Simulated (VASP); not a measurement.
The system is Ge3Pd.

```
Pd Ge
1.0
     4.22326    0.00000    0.00000
     0.00000    4.22326    0.00000
     0.00000    0.00000    4.22326
Pd Ge
1 3
Direct
  0.00000 0.00000 0.00000
  0.50000 0.50000 0.00000
  0.50000 0.00000 0.50000
  0.00000 0.50000 0.50000
```

Program: VASP 6.6.1. Alike in all runs: task single point; no spin polarisation; cell as given; k mesh 7 × 7 × 7; cutoff (eV) 520; smearing fermi-dirac 0.05 eV.

Question: Order these runs on this cell by their pressure, lowest first.
A. level PBE; potentials or basis VASP PAW PBE potentials, release 64 (Pd, Ge_d)
B. level r2SCAN; potentials or basis VASP PAW PBE potentials, release 64 (Pd, Ge_d)
C. level LDA; potentials or basis VASP PAW LDA potentials, release 64 (Pd, Ge_d)

Answer: C (-10.5 GPa), B (-7.0 GPa), A (-4.4 GPa).

Caveats: the PAW data sets were made with another functional, which shifts forces and pressure a little (some runs).
